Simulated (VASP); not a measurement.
A run of VASP 6.6.1:

Contents of POSCAR:

```
Sr2C
1.0
    0.0497301082      3.4098725547      3.4098725547
    3.4098725547      0.0497301082      3.4098725547
    3.4098725547      3.4098725547      0.0497301082
C Sr
1 2
Direct
    0.0000000000      0.0000000000      0.0000000000
    0.2500000000      0.2500000000      0.2500000000
    0.7500000000      0.7500000000      0.7500000000
```

Contents of INCAR.step1:

```
  PREC = Accurate
  ENCUT = 520
  EDIFF = 1E-5
  ISMEAR = -1
  SIGMA = 0.02
  LREAL = F
  LASPH = T
  NELM = 100
  ALGO = Normal
  ISIF = 2
  LWAVE = T
  LCHARG = F
  NBANDS = 19
  GGA = PE
```

INCAR.step2

```
  PREC = Accurate
  ENCUT = 520
  EDIFF = 1E-6
  ISMEAR = -1
  SIGMA = 0.02
  LREAL = F
  LASPH = T
  NELM = 100
  ALGO = Normal
  ISIF = 2
  LWAVE = F
  LCHARG = F
  GGA = PE
  LHFCALC = T
  HFSCREEN = 0.2079
  PRECFOCK = Normal
  NBANDS = 19
  ISTART = 1
```

Contents of KPOINTS:

```
Automatic mesh
0
Gamma
  4 4 4
```

Potentials or basis: VASP PAW PBE potentials, release 64 (C, Sr_sv).

Command:

```bash
$ cat potpaw_PBE.64/C/POTCAR potpaw_PBE.64/Sr_sv/POTCAR > POTCAR
$ cp INCAR.step1 INCAR
$ mpirun -np 1 vasp_std > vasp.out
$ cp INCAR.step2 INCAR
$ mpirun -np 1 vasp_std > vasp.out
```

Hardware: 1 thread of Intel(R) Xeon(R) 6975P-C (Granite Rapids), on a shared host.

Q: How long does it take, and how much memory?

A: Wall time 20 min on 1 thread of Intel(R) Xeon(R) 6975P-C (Granite Rapids), with other jobs on the host, peak memory 0.33 GiB. Counts: k points 13.
